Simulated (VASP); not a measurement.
# Al2Cl2F (P4/mmm) in VASP: a series of runs

Runs on Al2Cl2F. Level: PBE. Tasks: single point, relaxation of cell and atoms.

Program: VASP 6.6.1. These are calculated values, not measurements. Logs are shortened: lines on timing, memory, paths and dates and some standing lists are left out, and cuts for length are marked.

**1. The cell of the first run**

The structure is tetragonal, space group P4/mmm (No. 123). Conventional cell: a = 5.137 Å, b = 5.137 Å, c = 6.246 Å, α = 90.00°, β = 90.00°, γ = 90.00°. Within 2.5 Å of Al (site symmetry 4mm) lie 1 F at 1.88 Å and 1 Al at 2.48 Å. Within 3.8 Å of Cl (site symmetry mmm) lie 4 Al at 2.85 Å and 4 Cl at 3.63 Å. F (site symmetry 4/mmm) has 2 Al at 1.88 Å within 2.5 Å.

The cell was built from a structure type or drawn by symmetry, and may not be a known phase.

**2. Single point, PBE**

The input, INCAR:

```
SYSTEM = Al2Cl2F
PREC = Accurate ; ENCUT = 520
EDIFF = 1E-6 ; ISMEAR = 0
SIGMA = 0.1 ; LREAL = .FALSE.
LASPH = .TRUE. ; NELM = 60
ALGO = Normal ; ISIF = 2
LWAVE = .FALSE. ; LCHARG = .FALSE.
GGA = PE ; NBANDS = 22
```

The input, KPOINTS:

```
regular mesh
0
G
  8 8 6
  0 0 0
```

The input, POSCAR:

```
Al2Cl2F
1.0
    5.1365160590      0.0000000000      0.0000000000
    0.0000000000      5.1365160590      0.0000000000
    0.0000000000      0.0000000000      6.2457143172
Al Cl F
2 2 1
Direct
    0.5000000000      0.5000000000      0.6983669501
    0.5000000000      0.5000000000      0.3016330499
    0.0000000000      0.5000000000      0.5000000000
    0.5000000000      0.0000000000      0.5000000000
    0.5000000000      0.5000000000      0.0000000000
```

Potentials or basis: VASP PAW PBE potentials, release 64 (Al, Cl, F).

The run is started by

```
$ cat potpaw_PBE.64/Al/POTCAR potpaw_PBE.64/Cl/POTCAR potpaw_PBE.64/F/POTCAR > POTCAR
$ mpirun -np 1 vasp_std > vasp.out
```

OUTCAR:

```text
SYSTEM = Al2Cl2F
   PREC = Accurate
   ENCUT = 520
   EDIFF = 1E-6
   ISMEAR = 0
   LREAL = .FALSE.
   LASPH = .TRUE.
   NELM = 60
   ISIF = 2
   GGA = PE

 ion  position               nearest neighbor table
   1  0.500  0.500  0.698-   5 1.88   2 2.48   4 2.85   3 2.85   4 2.85   3 2.85
   2  0.500  0.500  0.302-   5 1.88   1 2.48   4 2.85   3 2.85   4 2.85   3 2.85
   3  0.000  0.500  0.500-   1 2.85   2 2.85   1 2.85   2 2.85
   4  0.500  0.000  0.500-   1 2.85   2 2.85   1 2.85   2 2.85
   5  0.500  0.500  0.000-   1 1.88   2 1.88

  LATTYP: Found a simple tetragonal cell.
 ALAT       =     5.1365160590
 C/A-ratio  =     1.2159436952

  Lattice vectors:

 A1 = (   5.1365160590,   0.0000000000,   0.0000000000)
 A2 = (   0.0000000000,   5.1365160590,   0.0000000000)
 A3 = (   0.0000000000,   0.0000000000,   6.2457143172)

Analysis of symmetry for initial positions (statically):
=====================================================================
 Subroutine PRICEL returns:
 Original cell was already a primitive cell.

 Routine SETGRP: Setting up the symmetry group for a
 simple tetragonal supercell.

 Subroutine GETGRP returns: Found 16 space group operations
 (whereof 16 operations were pure point group operations)
 out of a pool of 16 trial point group operations.

The static configuration has the point symmetry D_4h.

Analysis of symmetry for dynamics (positions and initial velocities):
=====================================================================
 Subroutine PRICEL returns:
 Original cell was already a primitive cell.

 Routine SETGRP: Setting up the symmetry group for a
 simple tetragonal supercell.

 Subroutine GETGRP returns: Found 16 space group operations
 (whereof 16 operations were pure point group operations)
 out of a pool of 16 trial point group operations.

The dynamic configuration has the point symmetry D_4h.

 Subroutine INISYM returns: Found 16 space group operations
 (whereof 16 operations are pure point group operations),
 and found     1 'primitive' translations

----------------------------------------------------------------------------------------

                                     Primitive cell

  volume of cell :     164.7857

  direct lattice vectors                    reciprocal lattice vectors
     5.136516059  0.000000000  0.000000000     0.194684488  0.000000000  0.000000000
     0.000000000  5.136516059  0.000000000     0.000000000  0.194684488  0.000000000
     0.000000000  0.000000000  6.245714317     0.000000000  0.000000000  0.160109789

  length of vectors
     5.136516059  5.136516059  6.245714317     0.194684488  0.194684488  0.160109789

  position of ions in fractional coordinates (direct lattice)
     0.500000000  0.500000000  0.698366950
     0.500000000  0.500000000  0.301633050
     0.000000000  0.500000000  0.500000000
     0.500000000  0.000000000  0.500000000
     0.500000000  0.500000000  0.000000000

  ion indices of the primitive-cell ions
   primitive index   ion index
                 1           1
                 2           2
                 3           3
                 4           4
                 5           5

----------------------------------------------------------------------------------------

 KPOINTS: regular mesh

Automatic generation of k-mesh.
 Grid dimensions read from file:
 generate k-points for:    8    8    6

 Generating k-lattice:

  Cartesian coordinates                     Fractional coordinates (reciprocal lattice)
     0.024335561  0.000000000  0.000000000     0.125000000  0.000000000  0.000000000
     0.000000000  0.024335561  0.000000000     0.000000000  0.125000000  0.000000000
     0.000000000  0.000000000  0.026684965     0.000000000  0.000000000  0.166666667

  Length of vectors
     0.024335561  0.024335561  0.026684965

  Shift w.r.t. Gamma in fractional coordinates (k-lattice)
     0.000000000  0.000000000  0.000000000

 Subroutine IBZKPT returns following result:
 ===========================================

 Found     60 irreducible k-points:

 Following reciprocal coordinates:
            Coordinates               Weight
  0.000000  0.000000  0.000000      1.000000
  0.125000  0.000000  0.000000      4.000000
  0.250000  0.000000  0.000000      4.000000
  0.375000  0.000000  0.000000      4.000000
  0.500000  0.000000  0.000000      2.000000
  0.125000  0.125000  0.000000      4.000000
[... 16 lines left out ...]
  0.375000  0.125000  0.166667     16.000000
  0.500000  0.125000  0.166667      8.000000
 [... further k-points ...]
   k-points           NKPTS =     60   k-points in BZ     NKDIM =     60   number of bands    NBANDS=     22
   number of dos      NEDOS =    301   number of ions     NIONS =      5
   total plane-waves  NPLWV =  76800
   dimension x,y,z NGX =    40 NGY =   40 NGZ =   48
   dimension x,y,z NGXF=    80 NGYF=   80 NGZF=   96
   ions per type =               2   2   1
   NGX,Y,Z   is equivalent  to a cutoff of  12.95, 12.95, 12.78 a.u.
   NGXF,Y,Z  is equivalent  to a cutoff of  25.89, 25.89, 25.55 a.u.
 SYSTEM =  Al2Cl2F
   PREC   = accura    normal or accurate (medium, high low for compatibility)
   ISTART =      0    job   : 0-new  1-cont  2-samecut
   ICHARG =      2    charge: 1-file 2-atom 10-const
   ISPIN  =      1    spin polarized calculation?
   LNONCOLLINEAR =      F non collinear calculations
   LSORBIT =      F    spin-orbit coupling
   LASPH  =      T    aspherical Exc in radial PAW
   ENCUT  =  520.0 eV  38.22 Ry    6.18 a.u.   9.55  9.55 11.61*2*pi/ulx,y,z
   NELM   =     60;   NELMIN=  2; NELMDL= -5     # of ELM steps
   EDIFF  = 0.1E-05   stopping-criterion for ELM
   LREAL  =      F    real-space projection
   EDIFFG = 0.1E-04   stopping-criterion for IOM
   NSW    =      0    number of steps for IOM
   IBRION =     -1    ionic relax: 0-MD 1-quasi-New 2-CG
   NFREE  =      0    steps in history (QN), initial steepest desc. (CG)
   ISIF   =      2    stress and relaxation
   ISYM   =      2    0-nonsym 1-usesym 2-fastsym
   POTIM  = 0.5000    time-step for ionic-motion
   TEBEG  =    0.0;   TEEND  =   0.0 temperature during run
   PSTRESS=    0.0 pullay stress
   NELECT =      27.0000    total number of electrons
   NUPDOWN=      -1.0000    fix difference up-down
   EMIN   =  10.00;   EMAX   =-10.00  energy-range for DOS
   EFERMI =   0.00;   METHOD = LEGACY
   ISMEAR =     0;   SIGMA  =   0.10  broadening in eV -4-tet -1-fermi 0-gaus
   EFERMI_NEDOS =   21; number of points for ismear=-14 and -15
   IALGO  =     38    algorithm
   IMIX   =      4    mixing-type and parameters
     AMIX     =   0.40;   BMIX     =  1.00
     AMIX_MAG =   1.60;   BMIX_MAG =  1.00
  volume/ion in A,a.u.               =      32.96       222.41
  Fermi-wavevector in a.u.,A,eV,Ry     =   0.895825  1.692863 10.918697  0.802502
  Thomas-Fermi vector in A             =   2.018205
   LORBIT       =      0    0 simple, 1 ext, 2 COOP (PROOUT), +10 PAW based schemes
   GGA     = PE    functional components
   LHFCALC =     F    Hartree Fock is set to
   AEXX    =    0.0000 exact exchange contribution
   IVDW    =     0    specifies the selected vdW correction
   LEPSILON=     F    determine dielectric tensor
   LRPA    =     F    only Hartree local field effects (RPA)
 non-spin polarized calculation
 Gauss-broadening in eV      SIGMA  =   0.10
  energy-cutoff  :      520.00
  volume of cell :      164.79
 maximum number of plane-waves:      4475
 NGX is ok and might be reduce to    40
   NGX = 19   NGY = 19   NGZ = 23

 number of electron      27.0000012 magnetization

 Free energy of the ion-electron system (eV)
  ---------------------------------------------------
  ext. energy  EPLUGINS =         0.00000000
  ---------------------------------------------------
  free energy    TOTEN  =       -17.73166829 eV

  energy without entropy =      -17.72547342  energy(sigma->0) =      -17.72857085

 E-fermi :   1.0004     XC(G=0):  -6.4369

 val. band max:        0.9883471694   @ k =   0.1250   0.1250   0.5000
 cond. band min:       1.0125644816   @ k =   0.5000   0.3750   0.1667
 fundamental gap:      0.0242173122
 Fermi energy:         1.0004353351

 k-point     1 :       0.0000    0.0000    0.0000
  band No.  band energies     occupation
      1     -25.4350      2.00000
      2     -14.6677      2.00000
      3     -14.1241      2.00000
      4      -8.9002      2.00000
      5      -6.4095      2.00000
      6      -6.4095      2.00000
[... 14 lines left out ...]
     21       6.9129      0.00000
     22       7.0105      0.00000

 k-point     2 :       0.1250    0.0000    0.0000
  band No.  band energies     occupation
      1     -25.4348      2.00000
      2     -14.6463      2.00000
      3     -14.1435      2.00000
      4      -8.8983      2.00000
      5      -6.4113      2.00000
      6      -6.4087      2.00000
[... 14 lines left out ...]
     21       7.0640      0.00000
     22       7.3018      0.00000

 k-point     3 :       0.2500    0.0000    0.0000
  band No.  band energies     occupation
      1     -25.4346      2.00000
      2     -14.5856      2.00000
      3     -14.1991      2.00000
      4      -8.8939      2.00000
      5      -6.4148      2.00000
      6      -6.4070      2.00000
[... 14 lines left out ...]
     21       7.3163      0.00000
     22       7.4171      0.00000
[... 476 lines left out ...]
 k-point    23 :       0.3750    0.1250    0.1667
  band No.  band energies     occupation
      1     -25.4345      2.00000
      2     -14.4848      2.00000
      3     -14.2884      2.00000
      4      -8.9017      2.00000
      5      -6.4197      2.00000
      6      -6.4053      2.00000
[... 14 lines left out ...]
     21       7.4931      0.00000
     22       7.9104      0.00000

 k-point    24 :       0.5000    0.1250    0.1667
  band No.  band energies     occupation
      1     -25.4344      2.00000
      2     -14.4018      2.00000
      3     -14.3684      2.00000
      4      -8.9023      2.00000
      5      -6.4206      2.00000
      6      -6.4053      2.00000
[... 14 lines left out ...]
     21       7.5619      0.00000
     22       7.8238      0.00000

 [... further k-points ...]

------------------------ aborting loop because EDIFF is reached ----------------------------------------

  FORCE on cell =-STRESS in cart. coord.  units (eV):
  Direction    XX          YY          ZZ          XY          YZ          ZX
  --------------------------------------------------------------------------------------
  -------------------------------------------------------------------------------------
  Total       -0.0639408     -0.0639408     -0.0628391      0.0000000      0.0000000      0.0000000
  in kB       -0.6216830     -0.6216830     -0.6109715      0.0000000      0.0000000      0.0000000
  external PRESSURE =      -0.6181125 kB  Pullay stress =       0.0000000 kB

 VOLUME and BASIS-vectors are now :
 -----------------------------------------------------------------------------
  energy-cutoff  :      520.00
  volume of cell :      164.79
      direct lattice vectors                 reciprocal lattice vectors
     5.136516059  0.000000000  0.000000000     0.194684488  0.000000000  0.000000000
     0.000000000  5.136516059  0.000000000     0.000000000  0.194684488  0.000000000
     0.000000000  0.000000000  6.245714317     0.000000000  0.000000000  0.160109789

 POSITION                                       TOTAL-FORCE (eV/Angst)
 -----------------------------------------------------------------------------------
      2.56826      2.56826      4.36180         0.000000      0.000000      0.001346
      2.56826      2.56826      1.88391         0.000000     -0.000000     -0.001346
      0.00000      2.56826      3.12286         0.000000      0.000000      0.000000
      2.56826      0.00000      3.12286         0.000000      0.000000      0.000000
      2.56826      2.56826      0.00000         0.000000      0.000000      0.000000
 -----------------------------------------------------------------------------------
    total drift:                                0.000000      0.000000     -0.000000

  FREE ENERGIE OF THE ION-ELECTRON SYSTEM (eV)
  ---------------------------------------------------
  free  energy   TOTEN  =       -17.7316682864 eV

  energy  without entropy=      -17.7254734179  energy(sigma->0) =      -17.72857085
```

Run time: 1.7 min. Hardware: 1 thread of AMD EPYC 9R45 (Zen 5), shared host; peak memory 0.35 GiB.

Results:

- Free energy: -17.7317 eV
- Pressure: -0.1 GPa
- Band gap on the k mesh: zero (an odd number of electrons rules out a gap without spin polarisation)

Caveat: an odd number of electrons without spin polarisation forces a metal; a magnetic or distorted state may lie lower.

(Continued in part 2 of 2.)
